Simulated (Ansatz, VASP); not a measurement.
# Two plane-wave programs on Ti3Al

The input INCAR:

```
SYSTEM = Ti3Al
PREC = Accurate
ENCUT = 520
EDIFF = 1E-6
ISMEAR = 0
SIGMA = 0.15
LREAL = .FALSE.
LASPH = .TRUE.
NELM = 100
ALGO = Fast
ISIF = 2
LWAVE = .FALSE.
LCHARG = .FALSE.
GGA = PS
NBANDS = 28
```

Contents of KPOINTS:

```
regular mesh
0
G
  15 15 6
  0 0 0
```

Contents of POSCAR:

```
Ti3Al
1.0
    2.8221296140      0.0000000000      0.0000000000
   -1.4110648070      2.4440359385      0.0000000000
    0.0000000000      0.0000000000      9.6195110023
Ti Al
3 1
Direct
    0.6666666667      0.3333333333      0.0000000000
    0.3333333333      0.6666666667      0.7511732072
    0.3333333333      0.6666666667      0.2488267928
    0.6666666667      0.3333333333      0.5000000000
```

Input for Ansatz:

```yaml
crystal:
  lattice:
    - [2.822129614, 0.0, 0.0]
    - [-1.411064807, 2.4440359385, 0.0]
    - [0.0, 0.0, 9.6195110023]
  atoms:
    - { symbol: Ti, position: [0.6666666667, 0.3333333333, 0.0] }
    - { symbol: Ti, position: [0.3333333333, 0.6666666667, 0.7511732072] }
    - { symbol: Ti, position: [0.3333333333, 0.6666666667, 0.2488267928] }
    - { symbol: Al, position: [0.6666666667, 0.3333333333, 0.5] }
basis:
  ecutwfc: 520.0
kpoints:
  mp_grid: { grid: [15, 15, 6] }
hamiltonian:
  xc: pbesol
  pseudopotentials: { kind: paw, azcp: { folder: soft_1 } }
scf:
  occupations: { method: gaussian, width: 0.15 }
output:
  forces: true
  stress: true
  eigenvalues: true
```

Alike in both runs: task single point; functional PBEsol; k mesh 15 × 15 × 6; occupations gaussian, width 0.15 eV; no spin polarisation.

```csv
,VASP,Ansatz
version,VASP 6.6.1,Ansatz 0.2.0
potentials or method,"VASP PAW PBE potentials, release 64 (Ti_sv, Al), cutoff 520 eV","scalar-relativistic, plane waves, PAW"
valence electrons in the cell,39,39
```

```tsv
	VASP	Ansatz	Ansatz less VASP
gap on the k mesh at the Fermi level (eV)	none	none	-
pressure (GPa)	-0.4	-0.3	+0.16
traceless stress, the component that is largest in VASP (GPa)	-7.11	-7.19	-0.078
rms of the force components (eV/Å)	0.084	0.088	+0.0046
```

VASP's potentials were made for PBE, not for PBEsol, and Ansatz warns of the same on its side. Atom by atom the forces differ by 0.005 eV/Å (rms over components). A gap of «none» marks a metal or a gap that the smearing closes. The functional is the same, so the differences come from potentials, cutoffs and numerics.
